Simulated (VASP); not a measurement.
Set up this calculation in VASP 6.6.1, as the native input.

```yaml
Task: single point
Functional: PBE
Potentials_or_basis: VASP PAW PBE potentials, release 64 (K_sv, Zr_sv, N)
Cutoff: 520 eV
k_mesh: 6 × 6 × 4
Occupations: gaussian, width 0.1 eV
Spin: no spin polarisation
Dipole_correction: no
Further_INCAR_settings: ALGO = Normal; EDIFF = 1e-06; NBANDS = 20
```

The structure of KZrN lies in POSCAR:

```
KZrN
1.0
    3.6386522068      0.0000000025      0.0000000000
   -1.8193261056      3.1511652454      0.0000000000
    0.0000000000      0.0000000000      6.7038322650
K Zr N
1 1 1
Direct
    0.0000000000      0.0000000000      0.0000000000
    0.3333333333      0.6666666667      0.5000000000
    0.6666666667      0.3333333333      0.5000000000
```

The cell was generated, and may not be a known phase.

These files were run (other wordings do the same):

INCAR

```
PREC = Accurate
ENCUT = 520
EDIFF = 1E-6
ISMEAR = 0
SIGMA = 0.1
LREAL = F
LASPH = T
NELM = 60
ALGO = Normal
ISIF = 2
LWAVE = F
LCHARG = F
GGA = PE
NBANDS = 20
```

KPOINTS

```
regular mesh
0
Gamma
  6 6 4
```

Potentials or basis: VASP PAW PBE potentials, release 64 (K_sv, Zr_sv, N).

Run with:

```sh
$ cat potpaw_PBE.64/K_sv/POTCAR potpaw_PBE.64/Zr_sv/POTCAR potpaw_PBE.64/N/POTCAR > POTCAR
$ mpirun -np 1 vasp_std > vasp.out
```

Results of the run:

- Pressure: 0.2 GPa
- Band gap on the k mesh: zero (bands 13 and 14 overlap by 0.36 eV)

Wall time 58 s on 1 thread of Intel Xeon 8259CL, on a shared host, peak memory 0.2 GiB.
